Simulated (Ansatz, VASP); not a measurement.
# MgO: VASP beside Ansatz

The input POSCAR:

```
MgO
1.0
    0.0000000000      2.1085000000      2.1085000000
    2.1085000000      0.0000000000      2.1085000000
    2.1085000000      2.1085000000      0.0000000000
Mg O
1 1
Direct
    0.0000000000      0.0000000000      0.0000000000
    0.5000000000      0.5000000000      0.5000000000
```

Contents of INCAR.step1:

```
SYSTEM = MgO
PREC = Accurate
ENCUT = 750
ISMEAR = 0
SIGMA = 0.1
LREAL = .False.
LASPH = .True.
NELM = 120
NBANDS = 15
GGA = PE
ALGO = Normal
EDIFF = 1E-5
LWAVE = .True.
LCHARG = .False.
GGA_COMPAT = .False.
```

Contents of INCAR.step2:

```
SYSTEM = MgO
PREC = Accurate
ENCUT = 750
EDIFF = 1E-6
ISMEAR = 0
SIGMA = 0.1
LREAL = .False.
LASPH = .True.
NELM = 120
ALGO = Normal
ISIF = 2
LWAVE = .False.
LCHARG = .True.
METAGGA = R2SCAN
LMIXTAU = .True.
LELF = .True.
LVHAR = .True.
NBANDS = 15
ISTART = 1
GGA_COMPAT = .False.
```

Contents of KPOINTS:

```
regular mesh
0
Gamma
  8 8 8
  0 0 0
```

Input for Ansatz:

```yaml
crystal:
  lattice:
    - [0.0, 2.1085, 2.1085]
    - [2.1085, 0.0, 2.1085]
    - [2.1085, 2.1085, 0.0]
  atoms:
    - { symbol: Mg, position: [0.0, 0.0, 0.0] }
    - { symbol: O, position: [0.5, 0.5, 0.5] }
basis:
  ecutwfc: 500
kpoints:
  mp_grid: { grid: [8, 8, 8] }
hamiltonian:
  xc: r2scan
scf:
  occupations: { method: gaussian, width: 0.1 }
output:
  forces: true
  stress: true
  eigenvalues: true
```

Alike in both runs: task single point; functional r2SCAN; k mesh 8 × 8 × 8; occupations gaussian, width 0.1 eV; no spin polarisation.

|  | VASP | Ansatz |
| --- | --- | --- |
| version | VASP 6.6.1 | Ansatz 0.2.0 |
| potentials or method | VASP PAW PBE potentials, release 64 (Mg_sv, O), cutoff 750 eV | scalar-relativistic, plane waves, PAW |
| valence electrons in the cell | 16 | 16 |

|  | VASP | Ansatz | Ansatz less VASP |
| --- | --- | --- | --- |
| gap on the k mesh at the Fermi level (eV) | 5.61 | 5.59 | -0.019 |
| least direct gap on the mesh (eV) | 5.61 | 5.59 | -0.019 |
| pressure (GPa) | -1.4 | -1.5 | -0.02 |

VASP's potentials were made for PBE, not for r2SCAN.
